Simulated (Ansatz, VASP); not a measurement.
Two plane-wave programs on MoS2

```
Mo S
1.0
     3.22747    0.00000    0.00000
    -1.61373    2.79507    0.00000
     0.00000    0.00000    6.31247
Mo S
1 2
Direct
  0.00000 0.00000 0.50000
  0.33333 0.66667 0.25532
  0.66667 0.33333 0.74468
```

Alike in both runs: task single point; functional PBEsol; k mesh 10 × 10 × 5; occupations gaussian, width 0.05 eV; no spin polarisation.

|  | VASP | Ansatz |
| --- | --- | --- |
| version | VASP 6.6.1 | Ansatz 0.2.0 |
| potentials or method | VASP PAW PBE potentials, release 64 (Mo_sv, S), cutoff 520 eV | plane waves, PAW |
| valence electrons in the cell | 26 | 26 |

```csv
,VASP,Ansatz,Ansatz less VASP
pressure (GPa),-3.4,-3.4,-0.01
"traceless stress, the component that is largest in VASP (GPa)",2.74,2.72,-0.019
```

VASP's potentials were made for PBE, not for PBEsol.
